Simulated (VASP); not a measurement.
Input of a VASP 6.6.1 run:

INCAR

```
SYSTEM = C
PREC     = Accurate       ! precision mode
ENCUT    = 520            ! plane-wave cutoff, eV
EDIFF    = 1E-8           ! SCF threshold, eV
ISMEAR   = -1             ! smearing method
SIGMA    = 0.08           ! smearing width, eV
LREAL    = .False.        ! projectors in reciprocal space
LASPH    = .True.         ! aspherical terms in the spheres
NELM     = 80             ! most SCF steps
ALGO     = Normal         ! electronic algorithm
ISIF     = 2              ! what is computed and relaxed
LWAVE    = .False.        ! write WAVECAR
LCHARG   = .False.        ! write CHGCAR
GGA      = PE             ! functional
LEFG     = .True.       
NBANDS   = 11             ! bands
```

File KPOINTS:

```
Automatic mesh
0
Gamma
  20 20 20
  0 0 0
```

File POSCAR:

```
C
1.0
    0.0000000000      1.7952109402      1.7952109402
    1.7952109402      0.0000000000      1.7952109402
    1.7952109402      1.7952109402      0.0000000000
C
2
Direct
    0.5000000000      0.5000000000      0.5000000000
    0.7500000000      0.7500000000      0.7500000000
```

Potentials or basis: VASP PAW PBE potentials, release 64 (C).

Launch:

```sh
$ cat potpaw_PBE.64/C/POTCAR > POTCAR
$ mpirun -np 1 vasp_std > vasp.out
```

(1) Estimate the pressure.

(2) Predict the band gap on the k mesh.

Results:

(1) -6.0 GPa.

(2) 4.09 eV, indirect (least direct gap 5.54 eV).

Caveat: without QUAD_EFG the Cq values of the log hold for a quadrupole moment of 1 mb, not for the nuclei.
